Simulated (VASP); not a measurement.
# Cu (Fm-3m) in VASP: a series of runs

Cu is run at these levels: PBEsol; tasks: single point, relaxation of cell and atoms.

Everything below comes from runs of VASP 6.6.1. Logs are shortened: lines on timing, memory, paths and dates and some standing lists are left out, and cuts for length are marked.

### 1 The cell of the first run

It takes space group Fm-3m (No. 225, cubic). The conventional cell has a = 3.563 Å, b = 3.563 Å, c = 3.563 Å, α = 90.00°, β = 90.00°, γ = 90.00°. Within 3.3 Å of Cu (site symmetry m-3m) lie 12 Cu at 2.52 Å.

### 2 Single point, PBEsol

File INCAR:

```
  ALGO = Normal
  EDIFF = 1E-6
  ENCUT = 520
  GGA = PS
  ISIF = 2
  ISMEAR = -1
  LASPH = True
  LCHARG = False
  LREAL = False
  LWAVE = False
  NBANDS = 12
  NELM = 60
  PREC = Accurate
  SIGMA = 0.05
```

File KPOINTS:

```
k-points
0
Gamma
  28 28 28
```

File POSCAR:

```
Cu
1.0
    0.0000000000      1.7815899573      1.7815899573
    1.7815899573      0.0000000000      1.7815899573
    1.7815899573      1.7815899573      0.0000000000
Cu
1
Direct
    0.0000000000      0.0000000000      0.0000000000
```

Potentials or basis: VASP PAW PBE potentials, release 64 (Cu).

On the command line:

```sh
> cat potpaw_PBE.64/Cu/POTCAR > POTCAR
> mpirun -np 1 vasp_std > vasp.out
```

OUTCAR:

```text
EDIFF = 1E-6
   ENCUT = 520
   GGA = PS
   ISIF = 2
   ISMEAR = -1
   LASPH = True
   LREAL = False
   NELM = 60
   PREC = Accurate

 ion  position               nearest neighbor table
   1  0.000  0.000  0.000-

  LATTYP: Found a face centered cubic cell.
 ALAT       =     3.5631799146

  Lattice vectors:

 A1 = (   0.0000000000,   1.7815899573,   1.7815899573)
 A2 = (   1.7815899573,   0.0000000000,   1.7815899573)
 A3 = (   1.7815899573,   1.7815899573,   0.0000000000)

Analysis of symmetry for initial positions (statically):
=====================================================================
 Subroutine PRICEL returns:
 Original cell was already a primitive cell.

 Routine SETGRP: Setting up the symmetry group for a
 face centered cubic supercell.

 Subroutine GETGRP returns: Found 48 space group operations
 (whereof 48 operations were pure point group operations)
 out of a pool of 48 trial point group operations.

The static configuration has the point symmetry O_h .

Analysis of symmetry for dynamics (positions and initial velocities):
=====================================================================
 Subroutine PRICEL returns:
 Original cell was already a primitive cell.

 Routine SETGRP: Setting up the symmetry group for a
 face centered cubic supercell.

 Subroutine GETGRP returns: Found 48 space group operations
 (whereof 48 operations were pure point group operations)
 out of a pool of 48 trial point group operations.

The dynamic configuration has the point symmetry O_h .

 Subroutine INISYM returns: Found 48 space group operations
 (whereof 48 operations are pure point group operations),
 and found     1 'primitive' translations

----------------------------------------------------------------------------------------

                                     Primitive cell

  volume of cell :      11.3098

  direct lattice vectors                    reciprocal lattice vectors
     0.000000000  1.781589957  1.781589957    -0.280648192  0.280648192  0.280648192
     1.781589957  0.000000000  1.781589957     0.280648192 -0.280648192  0.280648192
     1.781589957  1.781589957  0.000000000     0.280648192  0.280648192 -0.280648192

  length of vectors
     2.519548680  2.519548680  2.519548680     0.486096927  0.486096927  0.486096927

  position of ions in fractional coordinates (direct lattice)
     0.000000000  0.000000000  0.000000000

  ion indices of the primitive-cell ions
   primitive index   ion index
                 1           1

----------------------------------------------------------------------------------------

 KPOINTS: k-points

Automatic generation of k-mesh.
 Grid dimensions read from file:
 generate k-points for:   28   28   28

 Generating k-lattice:

  Cartesian coordinates                     Fractional coordinates (reciprocal lattice)
    -0.010023150  0.010023150  0.010023150     0.035714286  0.000000000  0.000000000
     0.010023150 -0.010023150  0.010023150     0.000000000  0.035714286  0.000000000
     0.010023150  0.010023150 -0.010023150     0.000000000  0.000000000  0.035714286

  Length of vectors
     0.017360605  0.017360605  0.017360605

  Shift w.r.t. Gamma in fractional coordinates (k-lattice)
     0.000000000  0.000000000  0.000000000

 Subroutine IBZKPT returns following result:
 ===========================================

 Found    624 irreducible k-points:

 Following reciprocal coordinates:
            Coordinates               Weight
  0.000000  0.000000  0.000000      1.000000
  0.035714  0.000000  0.000000      8.000000
  0.071429  0.000000  0.000000      8.000000
  0.107143  0.000000  0.000000      8.000000
  0.142857  0.000000  0.000000      8.000000
  0.178571  0.000000  0.000000      8.000000
[... 16 lines left out ...]
  0.285714  0.035714  0.000000     24.000000
  0.321429  0.035714  0.000000     24.000000
 [... further k-points ...]
   k-points           NKPTS =    624   k-points in BZ     NKDIM =    624   number of bands    NBANDS=     12
   number of dos      NEDOS =    301   number of ions     NIONS =      1
   total plane-waves  NPLWV =   8000
   dimension x,y,z NGX =    20 NGY =   20 NGZ =   20
   dimension x,y,z NGXF=    40 NGYF=   40 NGZF=   40
   ions per type =               1
   NGX,Y,Z   is equivalent  to a cutoff of  13.20, 13.20, 13.20 a.u.
   NGXF,Y,Z  is equivalent  to a cutoff of  26.39, 26.39, 26.39 a.u.
 SYSTEM =  unknown system
   PREC   = accura    normal or accurate (medium, high low for compatibility)
   ISTART =      0    job   : 0-new  1-cont  2-samecut
   ICHARG =      2    charge: 1-file 2-atom 10-const
   ISPIN  =      1    spin polarized calculation?
   LNONCOLLINEAR =      F non collinear calculations
   LSORBIT =      F    spin-orbit coupling
   LASPH  =      T    aspherical Exc in radial PAW
   ENCUT  =  520.0 eV  38.22 Ry    6.18 a.u.   4.68  4.68  4.68*2*pi/ulx,y,z
   NELM   =     60;   NELMIN=  2; NELMDL= -5     # of ELM steps
   EDIFF  = 0.1E-05   stopping-criterion for ELM
   LREAL  =      F    real-space projection
   EDIFFG = 0.1E-04   stopping-criterion for IOM
   NSW    =      0    number of steps for IOM
   IBRION =     -1    ionic relax: 0-MD 1-quasi-New 2-CG
   NFREE  =      0    steps in history (QN), initial steepest desc. (CG)
   ISIF   =      2    stress and relaxation
   ISYM   =      2    0-nonsym 1-usesym 2-fastsym
   POTIM  = 0.5000    time-step for ionic-motion
   TEBEG  =    0.0;   TEEND  =   0.0 temperature during run
   PSTRESS=    0.0 pullay stress
   NELECT =      11.0000    total number of electrons
   NUPDOWN=      -1.0000    fix difference up-down
   EMIN   =  10.00;   EMAX   =-10.00  energy-range for DOS
   EFERMI =   0.00;   METHOD = LEGACY
   ISMEAR =    -1;   SIGMA  =   0.05  broadening in eV -4-tet -1-fermi 0-gaus
   EFERMI_NEDOS =   21; number of points for ismear=-14 and -15
   IALGO  =     38    algorithm
   IMIX   =      4    mixing-type and parameters
     AMIX     =   0.40;   BMIX     =  1.00
     AMIX_MAG =   1.60;   BMIX_MAG =  1.00
  volume/ion in A,a.u.               =      11.31        76.32
  Fermi-wavevector in a.u.,A,eV,Ry     =   1.622014  3.065162 35.795974  2.630930
  Thomas-Fermi vector in A             =   2.715696
   LORBIT       =      0    0 simple, 1 ext, 2 COOP (PROOUT), +10 PAW based schemes
   GGA     = PS    functional components
   LHFCALC =     F    Hartree Fock is set to
   AEXX    =    0.0000 exact exchange contribution
   IVDW    =     0    specifies the selected vdW correction
   LEPSILON=     F    determine dielectric tensor
   LRPA    =     F    only Hartree local field effects (RPA)
 non-spin polarized calculation
  energy-cutoff  :      520.00
  volume of cell :       11.31
 maximum number of plane-waves:       322
   NGX =  9   NGY =  9   NGZ =  9

 number of electron      11.0000013 magnetization

 Free energy of the ion-electron system (eV)
  ---------------------------------------------------
  ext. energy  EPLUGINS =         0.00000000
  ---------------------------------------------------
  free energy    TOTEN  =        -4.31014537 eV

  energy without entropy =       -4.30815003  energy(sigma->0) =       -4.30914770

 E-fermi :   7.9562     XC(G=0): -13.1627

 val. band max:        7.9386884443   @ k =   0.4643   0.2143   0.0000
 cond. band min:       7.9595903730   @ k =   0.5000   0.2143   0.0714
 fundamental gap:      0.0209019286
 Fermi energy:         7.9562078878

 k-point     1 :       0.0000    0.0000    0.0000
  band No.  band energies     occupation
      1      -1.7773      2.00000
      2       4.7837      2.00000
      3       4.7837      2.00000
      4       4.7837      2.00000
      5       5.6735      2.00000
      6       5.6735      2.00000
      7      30.8765      0.00000
      8      33.8295      0.00000
      9      33.8295      0.00000
     10      33.8295      0.00000
     11      36.3481      0.00000
     12      36.3481      0.00000

 k-point     2 :       0.0357    0.0000    0.0000
  band No.  band energies     occupation
      1      -1.7293      2.00000
      2       4.7728      2.00000
      3       4.7933      2.00000
      4       4.7933      2.00000
      5       5.6694      2.00000
      6       5.6694      2.00000
      7      30.6742      0.00000
      8      32.9809      0.00000
      9      33.6589      0.00000
     10      33.6589      0.00000
     11      36.5852      0.00000
     12      36.5852      0.00000

 k-point     3 :       0.0714    0.0000    0.0000
  band No.  band energies     occupation
      1      -1.5857      2.00000
      2       4.7414      2.00000
      3       4.8208      2.00000
      4       4.8208      2.00000
      5       5.6588      2.00000
      6       5.6588      2.00000
      7      29.7570      0.00000
      8      32.0528      0.00000
      9      33.2732      0.00000
     10      33.2732      0.00000
     11      37.1625      0.00000
     12      37.1625      0.00000

 k-point     4 :       0.1071    0.0000    0.0000
  band No.  band energies     occupation
      1      -1.3488      2.00000
      2       4.6931      2.00000
      3       4.8612      2.00000
      4       4.8612      2.00000
      5       5.6462      2.00000
      6       5.6462      2.00000
      7      28.1176      0.00000
      8      31.6999      0.00000
      9      32.8309      0.00000
     10      32.8309      0.00000
     11      37.8851      0.00000
     12      37.8852      0.00000

 k-point     5 :       0.1429    0.0000    0.0000
  band No.  band energies     occupation
      1      -1.0225      2.00000
      2       4.6343      2.00000
      3       4.9059      2.00000
      4       4.9059      2.00000
      5       5.6398      2.00000
      6       5.6398      2.00000
      7      26.2625      0.00000
      8      31.5124      0.00000
      9      32.4025      0.00000
     10      32.4025      0.00000
     11      38.1927      0.00000
     12      38.5396      0.00000
[... 228 lines left out ...]
      1      -0.2591      2.00000
      2       4.5200      2.00000
      3       4.9649      2.00000
      4       4.9703      2.00000
      5       5.6094      2.00000
      6       5.7390      2.00000
      7      23.1746      0.00000
      8      30.6322      0.00000
      9      30.6398      0.00000
     10      33.4767      0.00000
     11      36.3253      0.00000
     12      39.0617      0.00000

 k-point    22 :       0.2500    0.0357    0.0000
  band No.  band energies     occupation
      1       0.2611      2.00000
      2       4.4865      2.00000
      3       4.9593      2.00000
      4       4.9712      2.00000
      5       5.6742      2.00000
      6       5.8022      2.00000
      7      21.3553      0.00000
      8      30.3170      0.00000
      9      30.3800      0.00000
     10      33.1222      0.00000
     11      35.8566      0.00000
     12      38.3881      0.00000

 k-point    23 :       0.2857    0.0357    0.0000
  band No.  band energies     occupation
      1       0.8188      2.00000
      2       4.4977      2.00000
      3       4.9300      2.00000
      4       4.9511      2.00000
      5       5.7729      2.00000
      6       5.8872      2.00000
      7      19.5983      0.00000
      8      30.0709      0.00000
      9      30.1196      0.00000
     10      32.6918      0.00000
     11      35.3396      0.00000
     12      37.5685      0.00000

 k-point    24 :       0.3214    0.0357    0.0000
  band No.  band energies     occupation
      1       1.3732      2.00000
      2       4.5887      2.00000
      3       4.8875      2.00000
      4       4.9169      2.00000
      5       5.8943      2.00000
      6       5.9834      2.00000
      7      17.9175      0.00000
      8      29.8678      0.00000
      9      29.8963      0.00000
     10      32.2165      0.00000
     11      34.8709      0.00000
     12      36.7831      0.00000

 [... further k-points ...]

------------------------ aborting loop because EDIFF is reached ----------------------------------------

  FORCE on cell =-STRESS in cart. coord.  units (eV):
  Direction    XX          YY          ZZ          XY          YZ          ZX
  --------------------------------------------------------------------------------------
  -------------------------------------------------------------------------------------
  Total        0.0520902      0.0520902      0.0520902     -0.0000000     -0.0000000      0.0000000
  in kB        7.3792718      7.3792718      7.3792718     -0.0000000     -0.0000000      0.0000000
  external PRESSURE =       7.3792718 kB  Pullay stress =       0.0000000 kB

 VOLUME and BASIS-vectors are now :
 -----------------------------------------------------------------------------
  energy-cutoff  :      520.00
  volume of cell :       11.31
      direct lattice vectors                 reciprocal lattice vectors
     0.000000000  1.781589957  1.781589957    -0.280648192  0.280648192  0.280648192
     1.781589957  0.000000000  1.781589957     0.280648192 -0.280648192  0.280648192
     1.781589957  1.781589957  0.000000000     0.280648192  0.280648192 -0.280648192

 POSITION                                       TOTAL-FORCE (eV/Angst)
 -----------------------------------------------------------------------------------
      0.00000      0.00000      0.00000        -0.000000      0.000000      0.000000
 -----------------------------------------------------------------------------------
    total drift:                                0.000000      0.000000      0.000000

  FREE ENERGIE OF THE ION-ELECTRON SYSTEM (eV)
  ---------------------------------------------------
  free  energy   TOTEN  =        -4.3101453729 eV

  energy  without entropy=       -4.3081500281  energy(sigma->0) =       -4.30914770
```

Run time: 1.9 min. Hardware: 1 thread of Intel Xeon 8259CL, shared host; peak memory 0.2 GiB.

What came out:

```yaml
Free_energy: -4.3101 eV
Pressure: 0.7 GPa
Band_gap_on_the_k_mesh: zero (an odd number of electrons rules out a gap without spin polarisation)
```

Levels at points of the mesh, in eV from the Fermi level:
```
           k point  band 3  band 4  band 5  band 6  band 7  band 8  band 9  band 10
(0.00, 0.00, 0.00)   -3.17   -3.17   -2.28   -2.28   22.92   25.87   25.87    25.87
(0.50, 0.00, 0.00)   -3.21   -1.68   -1.68   -1.18    3.95   21.39   22.69    22.69
(0.50, 0.50, 0.00)   -1.69   -1.53   -1.53    1.41    7.39   13.36   13.36    17.99
```

Caveat: the PAW data sets were made with another functional, which shifts forces and pressure a little.

### 3 Relaxation of cell and atoms, PBEsol

This run uses another cell than the first one, of 11.81 Å³/atom.

File INCAR:

```
SYSTEM = Cu
  PREC = Accurate
  ENCUT = 600
  EDIFF = 1E-7
  ISMEAR = -1
  SIGMA = 0.05
  LREAL = .False.
  LASPH = .True.
  NELM = 100
  ALGO = Normal
  ISIF = 3
  LWAVE = .False.
  LCHARG = .False.
  GGA = PS
  IBRION = 2
  NSW = 100
  EDIFFG = -0.002
```

File KPOINTS:

```
Automatic mesh
0
Gamma
  28 28 28
  0 0 0
```

File POSCAR:

```
Cu
1.0
    0.0000000000      1.8075000000      1.8075000000
    1.8075000000      0.0000000000      1.8075000000
    1.8075000000      1.8075000000      0.0000000000
Cu
1
Direct
    0.0000000000      0.0000000000      0.0000000000
```

Potentials or basis: VASP PAW PBE potentials, release 64 (Cu).

On the command line:

```sh
> cat potpaw_PBE.64/Cu/POTCAR > POTCAR
> mpirun -np 1 vasp_std > vasp.out
```

OUTCAR:

```text
SYSTEM = Cu
   PREC = Accurate
   ENCUT = 600
   EDIFF = 1E-7
   ISMEAR = -1
   LREAL = .False.
   LASPH = .True.
   NELM = 100
   ISIF = 3
   GGA = PS
   IBRION = 2
   NSW = 100
   EDIFFG = -0.002

 ion  position               nearest neighbor table
   1  0.000  0.000  0.000-

  LATTYP: Found a face centered cubic cell.
 ALAT       =     3.6150000000

  Lattice vectors:

 A1 = (   0.0000000000,   1.8075000000,   1.8075000000)
 A2 = (   1.8075000000,   0.0000000000,   1.8075000000)
 A3 = (   1.8075000000,   1.8075000000,   0.0000000000)

Analysis of symmetry for initial positions (statically):
=====================================================================
 Subroutine PRICEL returns:
 Original cell was already a primitive cell.

[... 252 lines left out ...]
 Fermi energy:         7.8960046497

 k-point     1 :       0.0000    0.0000    0.0000
  band No.  band energies     occupation
      1      -1.8005      2.00000
      2       4.7390      2.00000
      3       4.7390      2.00000
      4       4.7390      2.00000
      5       5.6223      2.00000
      6       5.6223      2.00000
      7      30.7800      0.00000
      8      33.6966      0.00000
      9      33.6966      0.00000
[... 265 lines left out ...]
 k-point    24 :       0.3214    0.0357    0.0000
  band No.  band energies     occupation
      1       1.3414      2.00000
      2       4.5462      2.00000
      3       4.8423      2.00000
      4       4.8714      2.00000
      5       5.8419      2.00000
      6       5.9303      2.00000
      7      17.8242      0.00000
      8      29.7652      0.00000
      9      29.7687      0.00000

 [... further k-points ...]

------------------------ aborting loop because EDIFF is reached ----------------------------------------

  FORCE on cell =-STRESS in cart. coord.  units (eV):
  Direction    XX          YY          ZZ          XY          YZ          ZX
  --------------------------------------------------------------------------------------
  -------------------------------------------------------------------------------------
  Total        0.0000916      0.0000916      0.0000916      0.0000000     -0.0000000     -0.0000000
  in kB        0.0129150      0.0129150      0.0129150      0.0000000     -0.0000000     -0.0000000
  external PRESSURE =       0.0129150 kB  Pullay stress =       0.0000000 kB
[... 16 lines left out ...]
  FREE ENERGIE OF THE ION-ELECTRON SYSTEM (eV)
  ---------------------------------------------------
  free  energy   TOTEN  =        -4.3105522736 eV

  energy  without entropy=       -4.3085477666  energy(sigma->0) =       -4.30955002

 reached required accuracy - stopping structural energy minimisation
```

OSZICAR:

```text
N       E                     dE             d eps       ncg     rms          rms(c)
DAV:   1     0.377630402939E+02    0.37763E+02   -0.61714E+03 11561   0.227E+03
[... 24 lines left out ...]
DAV:   1    -0.443645885629E+01   -0.12915E+00   -0.25194E+00 11776   0.430E+01    0.288E+00
DAV:   2    -0.434768285738E+01    0.88776E-01   -0.17525E+00 11779   0.307E+01    0.106E+00
DAV:   3    -0.431420671397E+01    0.33476E-01   -0.26915E-01 11670   0.125E+01    0.430E-01
DAV:   4    -0.431057129278E+01    0.36354E-02   -0.67943E-03 16484   0.126E+00    0.439E-02
DAV:   5    -0.431055317275E+01    0.18120E-04   -0.16851E-04 12543   0.301E-01    0.134E-02
DAV:   6    -0.431055218748E+01    0.98527E-06   -0.58563E-06 16048   0.438E-02    0.755E-04
DAV:   7    -0.431055227364E+01   -0.86157E-07   -0.62107E-08  7174   0.538E-03
   3 F= -.43105523E+01 E0= -.43095500E+01  d E =-.840371E-02
```

Wall time 3.4 min (1 thread of Intel Xeon 8259CL, shared host); peak memory 0.21 GiB.

What came out:

* Free energy: -4.3106 eV
* Relaxed volume: 11.36 Å³/atom
* Relaxed cell: a = 2.523 Å, b = 2.523 Å, c = 2.523 Å, α = 60.00°, β = 60.00°, γ = 60.00°
* Space group after relaxing (to 0.1 Å): Fm-3m (No. 225)
* Energy gained by relaxing: 8.4 meV/atom
* Ionic steps: 3
* Pressure after relaxing: 0.0 GPa
* Band gap on the k mesh: zero (an odd number of electrons rules out a gap without spin polarisation)

Step by step:
| step | energy change (eV) | largest force (eV/Å) | pressure (GPa) | volume (Å³) |
| --- | --- | --- | --- | --- |
| 1 | 0.0000 | 0.0000 | -5.76 | 11.81 |
| 2 | -0.0052 | 0.0000 | 4.06 | 11.10 |
| 3 | -0.0084 | 0.0000 | 0.00 | 11.36 |

Final structure:
```
CELL_PARAMETERS angstrom
0.00000 1.78433 1.78433
1.78433 0.00000 1.78433
1.78433 1.78433 0.00000
ATOMIC_POSITIONS crystal
Cu 0.00000 0.00000 0.00000
```

Caveat: the PAW data sets were made with another functional, which shifts forces and pressure a little.
